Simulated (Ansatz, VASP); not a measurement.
# As in VASP and in Ansatz

```xyz
2
Lattice="1.8910 1.0918 3.3681 -1.8910 1.0918 3.3681 0.0000 -2.1835 3.3681" Properties=species:S:1:pos:R:3 pbc="T T T"
As    0.0000    0.0000    2.3258
As    0.0000    0.0000    7.7784
```

Alike in both runs: functional PBEsol; k mesh 15 × 15 × 15; occupations gaussian, width 0.1 eV; no spin polarisation.

Ansatz relaxed the structure, and its values are those at the end. VASP's run is a single point on that final structure, the one shown.

|  | VASP | Ansatz |
| --- | --- | --- |
| version | VASP 6.6.1 | Ansatz 0.2.0 |
| potentials or method | VASP PAW PBE potentials, release 64 (As), cutoff 520 eV | scalar-relativistic, plane waves, PAW |
| valence electrons in the cell | 10 | 30 |

```csv
,VASP,Ansatz,Ansatz less VASP
gap on the k mesh at the Fermi level (eV),none,none,-
pressure (GPa),0.4,0.0,-0.38
rms of the force components (eV/Å),0.032,0.000,-0.0317
```

VASP's potentials were made for PBE, not for PBEsol, and Ansatz warns of the same on its side. A gap of «none» marks a metal or a gap that the smearing closes. With one functional, cell and mesh, what is left measures potentials, basis and numerics. VASP's potentials hold 10 valence electrons a cell and Ansatz's 30, so a difference there can come from the potentials and not from the codes.
